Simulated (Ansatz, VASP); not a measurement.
# ZnCd3Te2: VASP beside Ansatz

```
Zn Cd Te
1.0
     5.36422    3.09704    2.89877
    -5.36422    3.09704    2.89877
     0.00000   -6.19407    2.89877
Zn Cd Te
1 3 2
Cartesian
  0.0000 0.0000 4.3482
  -2.6821 1.5485 1.4494
  0.0000 -3.0970 1.4494
  2.6821 1.5485 1.4494
  0.0000 0.0000 6.8208
  0.0000 0.0000 1.8755
```

Change from the starting cell: species swapped into the Ag3AuS2 type (R-3m, No. 166).

Alike in both runs: functional PBE; k mesh 3 × 3 × 3; occupations gaussian, width 0.1 eV; no spin polarisation.

Ansatz relaxed the structure, and its values are those at the end. VASP's run is a single point on that final structure, the one shown.

```csv
,VASP,Ansatz
version,VASP 6.6.1,Ansatz 0.2.0
potentials or method,"VASP PAW PBE potentials, release 64 (Zn, Cd, Te), cutoff 520 eV","scalar-relativistic, plane waves, PAW"
valence electrons in the cell,60,104
```

VASP gave:

* gap on the k mesh at the Fermi level (eV): none
* pressure (GPa): 0.0
* rms of the force components (eV/Å): 0.015

Task: Which values does Ansatz return?

Result: gap on the k mesh at the Fermi level (eV): none; pressure (GPa): -0.1; rms of the force components (eV/Å): 0.006.

A gap of «none» marks a metal or a gap that the smearing closes. With one functional, cell and mesh, what is left measures potentials, basis and numerics. VASP's potentials hold 60 valence electrons a cell and Ansatz's 104, so a difference there can come from the potentials and not from the codes.

Spin-orbit coupling is off throughout.
